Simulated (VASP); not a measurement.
Input of a VASP 6.6.1 run:

The input INCAR:

```
ALGO = Normal
EDIFF = 1E-6
ENCUT = 520
GGA = PE
ISIF = 2
ISMEAR = 0
LASPH = True
LCHARG = False
LREAL = False
LWAVE = False
NBANDS = 19
NELM = 100
PREC = Accurate
SIGMA = 0.01
```

The input KPOINTS:

```
k-points
0
Gamma
  6 6 6
```

POSCAR

```
TiO2
1.0
    0.0000000000      2.3561952138      2.3561952138
    2.3561952138      0.0000000000      2.3561952138
    2.3561952138      2.3561952138      0.0000000000
Ti O
1 2
Direct
    0.0000000000      0.0000000000      0.0000000000
    0.2500000000      0.2500000000      0.2500000000
    0.7500000000      0.7500000000      0.7500000000
```

Potentials or basis: VASP PAW PBE potentials, release 64 (Ti_sv, O).

Launch:

```console
$ cat potpaw_PBE.64/Ti_sv/POTCAR potpaw_PBE.64/O/POTCAR > POTCAR
$ mpirun -np 1 vasp_std > vasp.out
```

(1) Estimate the band gap on the k mesh.

(2) Estimate the pressure.

Answers

(1) 1.17 eV, indirect (least direct gap 1.95 eV).

(2) 22.5 GPa.
